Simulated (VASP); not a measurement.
A run of VASP 6.6.1 is set up as follows.

POSCAR

```
BN
1.0
    2.6291912895      0.0000000000      0.0000000000
   -1.3145956448      2.2769464481      0.0000000000
    0.0000000000      0.0000000000      6.9942600000
B N
2 2
Direct
    0.3333333333      0.6666666667      0.2500000000
    0.6666666667      0.3333333333      0.7500000000
    0.3333333333      0.6666666667      0.7500000000
    0.6666666667      0.3333333333      0.2500000000
```

The input INCAR.step1:

```
SYSTEM = BN
  PREC = Accurate
  ENCUT = 520
  ISMEAR = 0
  SIGMA = 0.05
  LREAL = .False.
  LASPH = .True.
  NELM = 100
  NBANDS = 16
  GGA = PE
  ALGO = Normal
  EDIFF = 1E-4
  LWAVE = .True.
  LCHARG = .False.
```

The input INCAR.step2:

```
SYSTEM = BN
  PREC = Accurate
  ENCUT = 520
  EDIFF = 1E-6
  ISMEAR = 0
  SIGMA = 0.05
  LREAL = .False.
  LASPH = .True.
  NELM = 100
  ALGO = Normal
  ISIF = 2
  LWAVE = .False.
  LCHARG = .False.
  METAGGA = R2SCAN
  LMIXTAU = .True.
  NBANDS = 16
  ISTART = 1
```

The input KPOINTS:

```
regular mesh
0
Gamma
  12 12 4
  0 0 0
```

Potentials or basis: VASP PAW PBE potentials, release 64 (B, N).

The run is started by

```sh
$ cat potpaw_PBE.64/B/POTCAR potpaw_PBE.64/N/POTCAR > POTCAR
$ cp INCAR.step1 INCAR
$ mpirun -np 1 vasp_std > vasp.out
$ cp INCAR.step2 INCAR
$ mpirun -np 1 vasp_std > vasp.out
```

(1) Estimate the pressure.

(2) Estimate the band gap on the k mesh.

Results:

(1) -28.1 GPa.

(2) 4.66 eV (least direct gap 4.95 eV).

Caveat: the cell differs from its parent crystal (strain +0.050 along x and y, +0.050 along z); the stress differs along the axes, from -42 to -1 GPa; the PAW data sets were made with another functional, which shifts forces and pressure a little.
